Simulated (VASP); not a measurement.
Write the native input for VASP 6.6.1 that does the following.

```
Task                   : single point
Functional             : PBE
Potentials or basis    : VASP PAW PBE potentials, release 64 (H, Si, Cl)
Cutoff                 : 520 eV
k mesh                 : 2 × 2 × 1
Occupations            : gaussian, width 0.02 eV
Spin                   : collinear spin
Dipole correction      : no
Further INCAR settings : LREAL = Auto; ALGO = Normal; EDIFF = 1e-07; NBANDS = 78
```

The structure of Si20H11Cl2 lies in POSCAR:

```
Si20H11Cl2
1.0
    7.6791800000      0.0000000000      0.0000000000
    0.0000000000      7.6791800000      0.0000000000
    0.0000000000      0.0000000000     20.5543620000
H Si Cl
11 20 2
Direct
    0.4093920000      0.0000000000      0.0486515000
    0.0906080000      0.0000000000      0.0486515000
    0.9093920000      0.0000000000      0.0486515000
    0.5906080000      0.0000000000      0.0486515000
    0.4093920000      0.5000000000      0.0486515000
    0.0906080000      0.5000000000      0.0486515000
    0.9093920000      0.5000000000      0.0486515000
    0.5906080000      0.5000000000      0.0486515000
    0.7596942816      0.0188120600      0.4189085918
    0.2135256218      0.4585839884      0.4216591601
    0.7910230311      0.4548611613      0.4220634811
    0.2500000000      0.0000000000      0.0907593000
    0.7500000000      0.0000000000      0.0907593000
    0.2500000000      0.5000000000      0.0907593000
    0.7500000000      0.5000000000      0.0907593000
    0.2517339360      0.2510577941      0.1548679320
    0.7476223147      0.2509624720      0.1551134292
    0.2498740855      0.7492461262      0.1594205378
    0.7506260000      0.7495404329      0.1593364452
    0.0001889486      0.2470705883      0.2177354562
    0.4990869053      0.2520762373      0.2207054797
    0.0001628161      0.7467110166      0.2278036738
    0.5004510073      0.7483936117      0.2273732535
   -0.0010388149      0.0077477560      0.2889930053
    0.5002365849      0.0138641990      0.2940131836
    0.0008553962      0.4841465563      0.2887525642
    0.5040910501      0.5252511761      0.3142724929
    0.2435538920      0.0932930477      0.3499770125
    0.7548408305      0.0875513770      0.3508648955
    0.2413863896      0.4038034162      0.3524593160
    0.7633648143      0.3971485529      0.3531626668
    0.5127416160      0.7223092075      0.3928191954
    0.2215243005      1.0164786212      0.4473267793
```

One way to write it, as run:

INCAR

```
SYSTEM = Si20H11Cl2
PREC = Accurate ; ENCUT = 520
EDIFF = 1E-7 ; ISMEAR = 0
SIGMA = 0.02 ; LREAL = Auto
LASPH = .TRUE. ; NELM = 150
ALGO = Normal ; ISIF = 2
LWAVE = .FALSE. ; LCHARG = .FALSE.
ISPIN = 2 ; MAGMOM = 0 0 0 0 0 0 0 0 0 0 0 0 0 0 0 0 0 0 0 0 0 0 0 0 0 0 0 0 0 0 0 1 0
LORBIT = 11 ; GGA = PE
NBANDS = 78 ; NCORE = 4
```

KPOINTS

```
Automatic mesh
0
G
  2 2 1
  0 0 0
```

Potentials or basis: VASP PAW PBE potentials, release 64 (H, Si, Cl).

Command:

```sh
$ cat potpaw_PBE.64/H/POTCAR potpaw_PBE.64/Si/POTCAR potpaw_PBE.64/Cl/POTCAR > POTCAR
$ mpirun -np 4 vasp_std > vasp.out
```

Results of the run:

The largest force is 0.647 eV/Å, the net moment is 0.00 μB per cell and the valence electrons inside the program's atomic spheres are H 0.59, 0.57 (each value once); Si 1.74, 1.75, 1.72, 1.68, 1.71, 1.66, 1.64, 1.70, 1.59, 1.63 (each value once); Cl 5.12, 5.13.

Caveat: the k points lie up to 0.41 Å⁻¹ apart; there is no dipole correction, which matters where the two faces differ.

Run time: 13 min on 4 MPI ranks on Oxide Virtual Turin-like Processor, on a shared host, peak memory 0.54 GiB a rank.
